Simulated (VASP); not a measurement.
# TaN in VASP: a series of runs, part 2 of 2

VASP 6.6.1.

### Step 4. Single point, PBEsol

This run uses another cell than the first one, of 11.16 Å³/atom, 1.083 times its volume.

Contents of INCAR:

```
PREC     = Accurate       # precision mode
ENCUT    = 520            # plane-wave cutoff, eV
EDIFF    = 1E-6           # SCF threshold, eV
ISMEAR   = 0              # smearing method
SIGMA    = 0.15           # smearing width, eV
LREAL    = False          # projectors in reciprocal space
LASPH    = True           # aspherical terms in the spheres
NELM     = 80             # most SCF steps
ALGO     = Normal         # electronic algorithm
ISIF     = 2              # what is computed and relaxed
LWAVE    = False          # write WAVECAR
LCHARG   = True           # write CHGCAR
GGA      = PS             # functional
LELF     = True           # ELF
LVHAR    = True         
NBANDS   = 24             # bands
```

Contents of KPOINTS:

```
Automatic mesh
0
Gamma
  15 15 8
```

Contents of POSCAR:

```
TaN
1.0
    2.9663217678      0.0000000000      0.0000000000
   -1.4831608839      2.5689100068      0.0000000000
    0.0000000000      0.0000000000      5.8600190937
Ta N
2 2
Direct
    0.0000000000      0.0000000000      0.0000000000
    0.0000000000      0.0000000000      0.5000000000
    0.3333333333      0.6666666667      0.2500000000
    0.6666666667      0.3333333333      0.7500000000
```

On the command line:

```bash
> cat potpaw_PBE.64/Ta_pv/POTCAR potpaw_PBE.64/N/POTCAR > POTCAR
> mpirun -np 1 vasp_std > vasp.out
```

It took 2 min on 1 thread of Intel Xeon Platinum 8175M at 2.50GHz (Skylake/Cascade Lake), shared host; peak memory 0.26 GiB.

It converged, with:

- Free energy: -46.6413 eV
- Pressure: -15.0 GPa
- Band gap on the k mesh: zero (band 16 reaches 8.31 eV, above the bottom of band 17 at 7.41 eV)

Stress tensor (GPa, compression positive):
```
-19.00   0.00   0.00
  0.00 -19.00   0.00
  0.00   0.00  -6.88
```

Levels at points of the mesh, in eV from the Fermi level:
| k point | band 12 | band 13 | band 14 | band 15 | band 16 | band 17 | band 18 | band 19 | band 20 | band 21 |
| --- | --- | --- | --- | --- | --- | --- | --- | --- | --- | --- |
| (0.00, 0.00, 0.00) | -4.16 | -3.42 | -2.12 | -2.12 | -0.26 | -0.26 | 0.35 | 0.35 | 2.67 | 2.69 |
| (0.00, 0.00, 0.50) | -4.01 | -4.01 | -4.01 | -0.54 | -0.54 | 0.88 | 0.88 | 0.88 | 0.88 | 4.15 |

Caveat: the PAW data sets were made with another functional, which shifts forces and pressure a little; spin-orbit coupling is left out, which moves the levels of the heavy elements.

### Step 5. Single point, PBEsol

This run uses another cell than the first one, of 11.45 Å³/atom, 1.111 times its volume.

Contents of INCAR:

```
SYSTEM = TaN
PREC     = Accurate       ! precision mode
ENCUT    = 520            ! plane-wave cutoff, eV
EDIFF    = 1E-6           ! SCF threshold, eV
ISMEAR   = 0              ! smearing method
SIGMA    = 0.15           ! smearing width, eV
LREAL    = .False.        ! projectors in reciprocal space
LASPH    = .True.         ! aspherical terms in the spheres
NELM     = 60             ! most SCF steps
ALGO     = Normal         ! electronic algorithm
ISIF     = 2              ! what is computed and relaxed
LWAVE    = .False.        ! write WAVECAR
LCHARG   = .True.         ! write CHGCAR
GGA      = PS             ! functional
LELF     = .True.         ! ELF
LVHAR    = .True.       
NBANDS   = 24             ! bands
```

Contents of KPOINTS:

```
Automatic mesh
0
Gamma
  15 15 8
  0 0 0
```

Edit POSCAR of step 4 so:

```diff
@@ -2,4 +2,4 @@
 1.0
-    2.9663217678      0.0000000000      0.0000000000
-   -1.4831608839      2.5689100068      0.0000000000
+    3.0047478704      0.0000000000      0.0000000000
+   -1.5023739352      2.6021879877      0.0000000000
     0.0000000000      0.0000000000      5.8600190937
```

On the command line:

```bash
> cat potpaw_PBE.64/Ta_pv/POTCAR potpaw_PBE.64/N/POTCAR > POTCAR
> mpirun -np 1 vasp_std > vasp.out
```

Run time: 2 min. Hardware: 1 thread of Intel Xeon Platinum 8175M at 2.50GHz (Skylake/Cascade Lake), shared host; peak memory 0.26 GiB.

The run converged. Its results:

```
Free energy            : -46.4743 eV
Pressure               : -21.4 GPa
Band gap on the k mesh : zero (band 16 reaches 8.15 eV, above the bottom of band 17 at 7.19 eV)
```

Stress tensor (GPa, compression positive):
```
-27.00   0.00   0.00
  0.00 -27.00   0.00
  0.00   0.00 -10.27
```

Levels at points of the mesh, in eV from the Fermi level:
```
           k point  band 14  band 15  band 16  band 17  band 18  band 19
(0.00, 0.00, 0.00)    -2.17    -2.17    -0.26    -0.26     0.25     0.25
(0.00, 0.00, 0.50)    -4.03    -0.48    -0.48     0.82     0.82     0.82
```

Caveat: the PAW data sets were made with another functional, which shifts forces and pressure a little; spin-orbit coupling is left out, which moves the levels of the heavy elements.

### Step 6. Single point, PBEsol

This run uses another cell than the first one, of 11.16 Å³/atom, 1.083 times its volume.

Contents of INCAR:

```
SYSTEM = TaN
PREC = Accurate
ENCUT = 520
EDIFF = 1E-6
ISMEAR = 0
SIGMA = 0.15
LREAL = .FALSE.
LASPH = .TRUE.
NELM = 80
ALGO = Normal
ISIF = 2
LWAVE = .FALSE.
LCHARG = .FALSE.
GGA = PS
NBANDS = 24
```

Contents of KPOINTS:

```
regular mesh
0
G
  15 15 8
  0 0 0
```

Contents of POSCAR:

```
TaN
1.0
    2.9663217678      0.0000000000      0.0000000000
   -1.4831608839      2.5689100068      0.0000000000
    0.0000000000      0.0000000000      5.8600190937
Ta N
2 2
Direct
   -0.0163714235      0.0000000000      0.0000000000
    0.0163714235      0.0000000000      0.5000000000
    0.3333333333      0.6666666667      0.2500000000
    0.6666666667      0.3333333333      0.7500000000
```

Potentials or basis: VASP PAW PBE potentials, release 64 (Ta_pv, N).

On the command line:

```bash
> cat potpaw_PBE.64/Ta_pv/POTCAR potpaw_PBE.64/N/POTCAR > POTCAR
> mpirun -np 1 vasp_std > vasp.out
```

Run time: 2.8 min. Hardware: 1 thread of Intel Xeon Platinum 8488C (Sapphire Rapids), shared host; peak memory 0.4 GiB.

Results (log left out):

- Free energy: -46.6118 eV
- Pressure: -14.6 GPa
- Largest force: 0.605 eV/Å
- Band gap on the k mesh: zero (band 16 reaches 8.30 eV, above the bottom of band 17 at 7.42 eV)

Forces in eV/Å, atoms in the order of the input:
```
Ta   0.605  0.000  0.000
Ta  -0.605  0.000  0.000
N    0.000 -0.012  0.000
N    0.000  0.012  0.000
```

Stress tensor (GPa, compression positive):
```
-18.66   0.00   0.00
  0.00 -18.79   0.00
  0.00   0.00  -6.41
```

Levels at points of the mesh, in eV from the Fermi level:
```tsv
k point	band 14	band 15	band 16	band 17	band 18	band 19
(0.00, 0.00, 0.00)	-2.15	-2.15	-0.27	-0.27	0.35	0.36
(0.00, 0.00, 0.50)	-4.01	-0.54	-0.54	0.88	0.88	0.88
```

Caveat: the PAW data sets were made with another functional, which shifts forces and pressure a little; spin-orbit coupling is left out, which moves the levels of the heavy elements.

### Step 7. Single point, PBEsol

This run uses another cell than the first one, of 11.45 Å³/atom, 1.111 times its volume.

Contents of INCAR:

```
SYSTEM = TaN
PREC     = Accurate       ! precision mode
ENCUT    = 520            ! plane-wave cutoff, eV
EDIFF    = 1E-6           ! SCF threshold, eV
ISMEAR   = 0              ! smearing method
SIGMA    = 0.15           ! smearing width, eV
LREAL    = .False.        ! projectors in reciprocal space
LASPH    = .True.         ! aspherical terms in the spheres
NELM     = 60             ! most SCF steps
ALGO     = Normal         ! electronic algorithm
ISIF     = 2              ! what is computed and relaxed
LWAVE    = .False.        ! write WAVECAR
LCHARG   = .True.         ! write CHGCAR
GGA      = PS             ! functional
LELF     = .True.         ! ELF
LVHAR    = .True.       
NBANDS   = 24             ! bands
```

Contents of KPOINTS:

```
Automatic mesh
0
Gamma
  15 15 8
  0 0 0
```

Edit POSCAR of step 6 so:

```diff
@@ -2,4 +2,4 @@
 1.0
-    2.9663217678      0.0000000000      0.0000000000
-   -1.4831608839      2.5689100068      0.0000000000
+    3.0047478704      0.0000000000      0.0000000000
+   -1.5023739352      2.6021879877      0.0000000000
     0.0000000000      0.0000000000      5.8600190937
```

On the command line:

```bash
> cat potpaw_PBE.64/Ta_pv/POTCAR potpaw_PBE.64/N/POTCAR > POTCAR
> mpirun -np 1 vasp_std > vasp.out
```

It took 3.2 min on 1 thread of Intel Xeon Platinum 8488C (Sapphire Rapids), shared host; peak memory 0.4 GiB.

It converged, with:

* Free energy: -46.4468 eV
* Pressure: -21.1 GPa
* Largest force: 0.556 eV/Å
* Band gap on the k mesh: zero (band 16 reaches 8.14 eV, above the bottom of band 17 at 7.21 eV)

Forces in eV/Å, atoms in the order of the input:
```
Ta   0.556  0.000  0.000
Ta  -0.556  0.000  0.000
N    0.000 -0.011  0.000
N    0.000  0.011  0.000
```

Stress tensor (GPa, compression positive):
```
-26.65   0.00   0.00
  0.00 -26.77   0.00
  0.00   0.00  -9.88
```

Levels at points of the mesh, in eV from the Fermi level:
| k point | band 14 | band 15 | band 16 | band 17 | band 18 | band 19 |
| --- | --- | --- | --- | --- | --- | --- |
| (0.00, 0.00, 0.00) | -2.21 | -2.20 | -0.28 | -0.27 | 0.25 | 0.26 |
| (0.00, 0.00, 0.50) | -4.04 | -0.48 | -0.48 | 0.82 | 0.82 | 0.82 |

Caveat: the PAW data sets were made with another functional, which shifts forces and pressure a little; spin-orbit coupling is left out, which moves the levels of the heavy elements.

### Step 8. The runs side by side

```csv
cell,gap on the mesh (eV),pressure (GPa),largest force (eV/Å)
"a = 2.851, b = 2.851, c = 5.860 Å, angles 90.0, 90.0, 120.0°, 4 atoms",none,10.8,-
"a = 2.928, b = 2.928, c = 5.860 Å, angles 90.0, 90.0, 120.0°, 4 atoms",none,-7.5,-
"a = 2.966, b = 2.966, c = 5.860 Å, angles 90.0, 90.0, 120.0°, 4 atoms",none,-14.6,0.61
"a = 3.005, b = 3.005, c = 5.860 Å, angles 90.0, 90.0, 120.0°, 4 atoms",none,-21.1,0.56
```

Some of these runs hold the atoms at other places in the same cell, which the table doesn't show; runs alike in all that it shows share one row.

Alike in all rows: task single point; level PBEsol; potentials or basis VASP PAW PBE potentials, release 64 (Ta_pv, N); no spin polarisation; k mesh 15 × 15 × 8; cutoff (eV) 520; smearing gaussian 0.15 eV.

Caveats: the PAW data sets were made with another functional, which shifts forces and pressure a little; spin-orbit coupling is left out, which moves the levels of the heavy elements.

Absolute energies hang on the potentials; compare differences alone.
